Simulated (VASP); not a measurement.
# Li3S2 (P4/mmm) in VASP: a series of runs

The runs below take Li3S2 through single point, relaxation of cell and atoms, with PBE.

Everything below comes from runs of VASP 6.6.1. Logs are shortened: lines on timing, memory, paths and dates and some standing lists are left out, and cuts for length are marked.

### 1 The cell of the first run

It takes space group P4/mmm (No. 123, tetragonal). The conventional cell has a = 3.883 Å, b = 3.883 Å, c = 5.631 Å, α = 90.00°, β = 90.00°, γ = 90.00°. Within 2.4 Å of Li (site symmetry 4/mmm) lie 2 Li at 1.80 Å. Li (site symmetry 4mm) has 2 Li at 1.80 to 2.04 Å and 4 S at 2.19 Å within 2.4 Å. S (site symmetry mmm) has 4 Li at 2.19 Å and 4 S at 2.75 Å within 2.9 Å.

The cell was built from a structure type or drawn by symmetry, and may not be a known phase.

### 2 Single point, PBE

INCAR reads:

```
SYSTEM = Li3S2
PREC = Accurate ; ENCUT = 520
EDIFF = 1E-6 ; ISMEAR = 0
SIGMA = 0.1 ; LREAL = .False.
LASPH = .True. ; NELM = 60
ALGO = Normal ; ISIF = 2
LWAVE = .False. ; LCHARG = .True.
GGA = PE ; LELF = .True.
LVHAR = .True. ; NBANDS = 18
```

KPOINTS reads:

```
Automatic mesh
0
Gamma
  4 4 4
  0 0 0
```

POSCAR reads:

```
Li3S2
1.0
    3.8831646000      0.0000000000      0.0000000000
    0.0000000000      3.8831646000      0.0000000000
    0.0000000000      0.0000000000      5.6307138800
Li S
3 2
Direct
    0.5000000000      0.5000000000      0.5000000000
    0.5000000000      0.5000000000      0.8189840400
    0.5000000000      0.5000000000      0.1810159600
    0.0000000000      0.5000000000      0.0000000000
    0.5000000000      0.0000000000      0.0000000000
```

Potentials or basis: VASP PAW PBE potentials, release 64 (Li_sv, S).

Started as:

```console
> cat potpaw_PBE.64/Li_sv/POTCAR potpaw_PBE.64/S/POTCAR > POTCAR
> mpirun -np 1 vasp_std > vasp.out
```

OUTCAR:

```text
SYSTEM = Li3S2
   PREC = Accurate
   ENCUT = 520
   EDIFF = 1E-6
   ISMEAR = 0
   LREAL = .False.
   LASPH = .True.
   NELM = 60
   ISIF = 2
   GGA = PE

 ion  position               nearest neighbor table
   1  0.500  0.500  0.500-   2 1.80   3 1.80
   2  0.500  0.500  0.819-   1 1.80   3 2.04   4 2.19   5 2.19   5 2.19   4 2.19
   3  0.500  0.500  0.181-   1 1.80   2 2.04   4 2.19   5 2.19   5 2.19   4 2.19
   4  0.000  0.500  0.000-   2 2.19   3 2.19   2 2.19   3 2.19   5 2.75   5 2.75   5 2.75   5 2.75

   5  0.500  0.000  0.000-   2 2.19   3 2.19   2 2.19   3 2.19   4 2.75   4 2.75   4 2.75   4 2.75

  LATTYP: Found a simple tetragonal cell.
 ALAT       =     3.8831646000
 C/A-ratio  =     1.4500322443

  Lattice vectors:

 A1 = (   3.8831646000,   0.0000000000,   0.0000000000)
 A2 = (   0.0000000000,   3.8831646000,   0.0000000000)
 A3 = (   0.0000000000,   0.0000000000,   5.6307138800)

Analysis of symmetry for initial positions (statically):
=====================================================================
 Subroutine PRICEL returns:
 Original cell was already a primitive cell.

 Routine SETGRP: Setting up the symmetry group for a
 simple tetragonal supercell.

 Subroutine GETGRP returns: Found 16 space group operations
 (whereof 16 operations were pure point group operations)
 out of a pool of 16 trial point group operations.

The static configuration has the point symmetry D_4h.

Analysis of symmetry for dynamics (positions and initial velocities):
=====================================================================
 Subroutine PRICEL returns:
 Original cell was already a primitive cell.

 Routine SETGRP: Setting up the symmetry group for a
 simple tetragonal supercell.

 Subroutine GETGRP returns: Found 16 space group operations
 (whereof 16 operations were pure point group operations)
 out of a pool of 16 trial point group operations.

The dynamic configuration has the point symmetry D_4h.

 Subroutine INISYM returns: Found 16 space group operations
 (whereof 16 operations are pure point group operations),
 and found     1 'primitive' translations

----------------------------------------------------------------------------------------

                                     Primitive cell

  volume of cell :      84.9054

  direct lattice vectors                    reciprocal lattice vectors
     3.883164600  0.000000000  0.000000000     0.257521919  0.000000000  0.000000000
     0.000000000  3.883164600  0.000000000     0.000000000  0.257521919  0.000000000
     0.000000000  0.000000000  5.630713880     0.000000000  0.000000000  0.177597374

  length of vectors
     3.883164600  3.883164600  5.630713880     0.257521919  0.257521919  0.177597374

  position of ions in fractional coordinates (direct lattice)
     0.500000000  0.500000000  0.500000000
     0.500000000  0.500000000  0.818984040
     0.500000000  0.500000000  0.181015960
     0.000000000  0.500000000  0.000000000
     0.500000000  0.000000000  0.000000000

  ion indices of the primitive-cell ions
   primitive index   ion index
                 1           1
                 2           2
                 3           3
                 4           4
                 5           5

----------------------------------------------------------------------------------------

 KPOINTS: Automatic mesh

Automatic generation of k-mesh.
 Grid dimensions read from file:
 generate k-points for:    4    4    4

 Generating k-lattice:

  Cartesian coordinates                     Fractional coordinates (reciprocal lattice)
     0.064380480  0.000000000  0.000000000     0.250000000  0.000000000  0.000000000
     0.000000000  0.064380480  0.000000000     0.000000000  0.250000000  0.000000000
     0.000000000  0.000000000  0.044399344     0.000000000  0.000000000  0.250000000

  Length of vectors
     0.064380480  0.064380480  0.044399344

  Shift w.r.t. Gamma in fractional coordinates (k-lattice)
     0.000000000  0.000000000  0.000000000

 Subroutine IBZKPT returns following result:
 ===========================================

 Found     18 irreducible k-points:

 Following reciprocal coordinates:
            Coordinates               Weight
  0.000000  0.000000  0.000000      1.000000
  0.250000  0.000000  0.000000      4.000000
  0.500000  0.000000  0.000000      2.000000
  0.250000  0.250000  0.000000      4.000000
  0.500000  0.250000  0.000000      4.000000
  0.500000  0.500000  0.000000      1.000000
[... 10 lines left out ...]
  0.500000  0.250000  0.500000      4.000000
  0.500000  0.500000  0.500000      1.000000
   k-points           NKPTS =     18   k-points in BZ     NKDIM =     18   number of bands    NBANDS=     18
   number of dos      NEDOS =    301   number of ions     NIONS =      5
   total plane-waves  NPLWV =  37800
   dimension x,y,z NGX =    30 NGY =   30 NGZ =   42
   dimension x,y,z NGXF=    60 NGYF=   60 NGZF=   84
   ions per type =               3   2
   NGX,Y,Z   is equivalent  to a cutoff of  12.84, 12.84, 12.40 a.u.
   NGXF,Y,Z  is equivalent  to a cutoff of  25.69, 25.69, 24.80 a.u.
 SYSTEM =  Li3S2
   PREC   = accura    normal or accurate (medium, high low for compatibility)
   ISTART =      0    job   : 0-new  1-cont  2-samecut
   ICHARG =      2    charge: 1-file 2-atom 10-const
   ISPIN  =      1    spin polarized calculation?
   LNONCOLLINEAR =      F non collinear calculations
   LSORBIT =      F    spin-orbit coupling
   LASPH  =      T    aspherical Exc in radial PAW
   ENCUT  =  520.0 eV  38.22 Ry    6.18 a.u.   7.22  7.22 10.47*2*pi/ulx,y,z
   NELM   =     60;   NELMIN=  2; NELMDL= -5     # of ELM steps
   EDIFF  = 0.1E-05   stopping-criterion for ELM
   LREAL  =      F    real-space projection
   EDIFFG = 0.1E-04   stopping-criterion for IOM
   NSW    =      0    number of steps for IOM
   IBRION =     -1    ionic relax: 0-MD 1-quasi-New 2-CG
   NFREE  =      0    steps in history (QN), initial steepest desc. (CG)
   ISIF   =      2    stress and relaxation
   ISYM   =      2    0-nonsym 1-usesym 2-fastsym
   POTIM  = 0.5000    time-step for ionic-motion
   TEBEG  =    0.0;   TEEND  =   0.0 temperature during run
   PSTRESS=    0.0 pullay stress
   NELECT =      21.0000    total number of electrons
   NUPDOWN=      -1.0000    fix difference up-down
   EMIN   =  10.00;   EMAX   =-10.00  energy-range for DOS
   EFERMI =   0.00;   METHOD = LEGACY
   ISMEAR =     0;   SIGMA  =   0.10  broadening in eV -4-tet -1-fermi 0-gaus
   EFERMI_NEDOS =   21; number of points for ismear=-14 and -15
   IALGO  =     38    algorithm
   IMIX   =      4    mixing-type and parameters
     AMIX     =   0.40;   BMIX     =  1.00
     AMIX_MAG =   1.60;   BMIX_MAG =  1.00
  volume/ion in A,a.u.               =      16.98       114.59
  Fermi-wavevector in a.u.,A,eV,Ry     =   1.027629  1.941937 14.368036  1.056021
  Thomas-Fermi vector in A             =   2.161583
   LORBIT       =      0    0 simple, 1 ext, 2 COOP (PROOUT), +10 PAW based schemes
   GGA     = PE    functional components
   LHFCALC =     F    Hartree Fock is set to
   AEXX    =    0.0000 exact exchange contribution
   IVDW    =     0    specifies the selected vdW correction
   LEPSILON=     F    determine dielectric tensor
   LRPA    =     F    only Hartree local field effects (RPA)
 non-spin polarized calculation
 Gauss-broadening in eV      SIGMA  =   0.10
  energy-cutoff  :      520.00
  volume of cell :       84.91
 maximum number of plane-waves:      2302
 NGX is ok and might be reduce to    30
   NGX = 15   NGY = 15   NGZ = 21

 number of electron      20.9999991 magnetization

 Free energy of the ion-electron system (eV)
  ---------------------------------------------------
  ext. energy  EPLUGINS =         0.00000000
  ---------------------------------------------------
  free energy    TOTEN  =       -12.08314465 eV

  energy without entropy =      -12.06145903  energy(sigma->0) =      -12.07230184

 E-fermi :   3.4823     XC(G=0):  -8.2982

 val. band max:        3.4364710717   @ k =   0.5000   0.2500   0.5000
 cond. band min:       3.5316156956   @ k =   0.2500   0.2500   0.2500
 fundamental gap:      0.0951446239
 Fermi energy:         3.4822578145

 k-point     1 :       0.0000    0.0000    0.0000
  band No.  band energies     occupation
      1     -46.7217      2.00000
      2     -43.5609      2.00000
      3     -43.4329      2.00000
      4     -11.1499      2.00000
      5      -6.9105      2.00000
      6      -1.7356      2.00000
[... 10 lines left out ...]
     17       8.4631      0.00000
     18       8.4631      0.00000

 k-point     2 :       0.2500    0.0000    0.0000
  band No.  band energies     occupation
      1     -46.7216      2.00000
      2     -43.5604      2.00000
      3     -43.4327      2.00000
      4     -10.7472      2.00000
      5      -7.9460      2.00000
      6      -1.2742      2.00000
[... 10 lines left out ...]
     17       8.8689      0.00000
     18      10.0208      0.00000

 k-point     3 :       0.5000    0.0000    0.0000
  band No.  band energies     occupation
      1     -46.7215      2.00000
      2     -43.5599      2.00000
      3     -43.4325      2.00000
      4      -9.6667      2.00000
      5      -9.5105      2.00000
      6      -0.4401      2.00000
[... 10 lines left out ...]
     17      11.1721      0.00000
     18      11.6894      0.00000

 k-point     4 :       0.2500    0.2500    0.0000
  band No.  band energies     occupation
      1     -46.7215      2.00000
      2     -43.5599      2.00000
      3     -43.4325      2.00000
      4     -10.3928      2.00000
      5      -8.3765      2.00000
      6      -2.4280      2.00000
[... 10 lines left out ...]
     17       9.8924      0.00000
     18      11.4462      0.00000

 k-point     5 :       0.5000    0.2500    0.0000
  band No.  band energies     occupation
      1     -46.7214      2.00000
      2     -43.5594      2.00000
      3     -43.4323      2.00000
      4      -9.4853      2.00000
      5      -9.4014      2.00000
      6      -2.3308      2.00000
[... 10 lines left out ...]
     17      10.0855      0.00000
     18      11.0053      0.00000

 k-point     6 :       0.5000    0.5000    0.0000
  band No.  band energies     occupation
      1     -46.7213      2.00000
      2     -43.5589      2.00000
      3     -43.4321      2.00000
      4      -9.2807      2.00000
      5      -9.2807      2.00000
      6      -3.2398      2.00000
[... 10 lines left out ...]
     17       8.3397      0.00000
     18      12.7581      0.00000

 k-point     7 :       0.0000    0.0000    0.2500
  band No.  band energies     occupation
      1     -46.7214      2.00000
      2     -43.5729      2.00000
      3     -43.4211      2.00000
      4     -11.1452      2.00000
      5      -6.9078      2.00000
      6      -1.7224      2.00000
[... 10 lines left out ...]
     17      10.5443      0.00000
     18      10.5443      0.00000

 k-point     8 :       0.2500    0.0000    0.2500
  band No.  band energies     occupation
      1     -46.7213      2.00000
      2     -43.5724      2.00000
      3     -43.4209      2.00000
      4     -10.7423      2.00000
      5      -7.9416      2.00000
      6      -1.2607      2.00000
[... 10 lines left out ...]
     17       9.9338      0.00000
     18      10.9026      0.00000
[... 103 lines left out ...]
     17      11.0214      0.00000
     18      12.5840      0.00000

 k-point    14 :       0.2500    0.0000    0.5000
  band No.  band energies     occupation
      1     -46.7210      2.00000
      2     -43.5828      2.00000
      3     -43.4107      2.00000
      4     -10.7373      2.00000
      5      -7.9372      2.00000
      6      -1.2858      2.00000
[... 10 lines left out ...]
     17      10.8166      0.00000
     18      11.3623      0.00000

 k-point    15 :       0.5000    0.0000    0.5000
  band No.  band energies     occupation
      1     -46.7209      2.00000
      2     -43.5824      2.00000
      3     -43.4106      2.00000
      4      -9.6535      2.00000
      5      -9.5033      2.00000
      6      -0.5045      2.00000
[... 10 lines left out ...]
     17      11.8853      0.00000
     18      12.0945      0.00000

 k-point    16 :       0.2500    0.2500    0.5000
  band No.  band energies     occupation
      1     -46.7208      2.00000
      2     -43.5823      2.00000
      3     -43.4105      2.00000
      4     -10.3826      2.00000
      5      -8.3666      2.00000
      6      -2.4070      2.00000
[... 10 lines left out ...]
     17      10.0130      0.00000
     18      11.2032      0.00000

 k-point    17 :       0.5000    0.2500    0.5000
  band No.  band energies     occupation
      1     -46.7207      2.00000
      2     -43.5818      2.00000
      3     -43.4103      2.00000
      4      -9.4730      2.00000
      5      -9.3924      2.00000
      6      -2.3192      2.00000
[... 10 lines left out ...]
     17       9.4831      0.00000
     18      11.5860      0.00000

 k-point    18 :       0.5000    0.5000    0.5000
  band No.  band energies     occupation
      1     -46.7206      2.00000
      2     -43.5813      2.00000
      3     -43.4101      2.00000
      4      -9.2695      2.00000
      5      -9.2695      2.00000
      6      -3.2349      2.00000
[... 10 lines left out ...]
     17      10.0247      0.00000
     18      10.0247      0.00000

------------------------ aborting loop because EDIFF is reached ----------------------------------------

  FORCE on cell =-STRESS in cart. coord.  units (eV):
  Direction    XX          YY          ZZ          XY          YZ          ZX
  --------------------------------------------------------------------------------------
  -------------------------------------------------------------------------------------
  Total        6.5432128      6.5432128      9.4441176      0.0000000      0.0000000     -0.0000000
  in kB      123.4714561    123.4714561    178.2119863      0.0000000      0.0000000     -0.0000000
  external PRESSURE =     141.7182995 kB  Pullay stress =       0.0000000 kB

 VOLUME and BASIS-vectors are now :
 -----------------------------------------------------------------------------
  energy-cutoff  :      520.00
  volume of cell :       84.91
      direct lattice vectors                 reciprocal lattice vectors
     3.883164600  0.000000000  0.000000000     0.257521919  0.000000000  0.000000000
     0.000000000  3.883164600  0.000000000     0.000000000  0.257521919  0.000000000
     0.000000000  0.000000000  5.630713880     0.000000000  0.000000000  0.177597374

 POSITION                                       TOTAL-FORCE (eV/Angst)
 -----------------------------------------------------------------------------------
      1.94158      1.94158      2.81536         0.000000      0.000000      0.000000
      1.94158      1.94158      4.61146        -0.000000     -0.000000      0.839622
      1.94158      1.94158      1.01925         0.000000      0.000000     -0.839622
      0.00000      1.94158      0.00000         0.000000      0.000000      0.000000
      1.94158      0.00000      0.00000         0.000000      0.000000      0.000000
 -----------------------------------------------------------------------------------
    total drift:                                0.000000      0.000000      0.000000

  FREE ENERGIE OF THE ION-ELECTRON SYSTEM (eV)
  ---------------------------------------------------
  free  energy   TOTEN  =       -12.0831446541 eV

  energy  without entropy=      -12.0614590284  energy(sigma->0) =      -12.07230184
```

It took 16 s on 1 thread of AMD EPYC 9R45 (Zen 5), shared host; peak memory 0.15 GiB.

What came out:

```
Free energy            : -12.0831 eV
Largest force          : 0.840 eV/Å
Band gap on the k mesh : zero (an odd number of electrons rules out a gap without spin polarisation)
```

Forces in eV/Å, atoms in the order of the input:
```
Li   0.000  0.000  0.000
Li   0.000  0.000  0.840
Li   0.000  0.000 -0.840
S    0.000  0.000  0.000
S    0.000  0.000  0.000
```

Caveat: the k points lie up to 0.40 Å⁻¹ apart, too coarse for converged energies and pressures of a metal; the cutoff is under 1.25 times the usual one of these potentials, so pressure, stress and relaxed cells hold a basis-set (Pulay) error.

(Continued in part 2 of 2.)
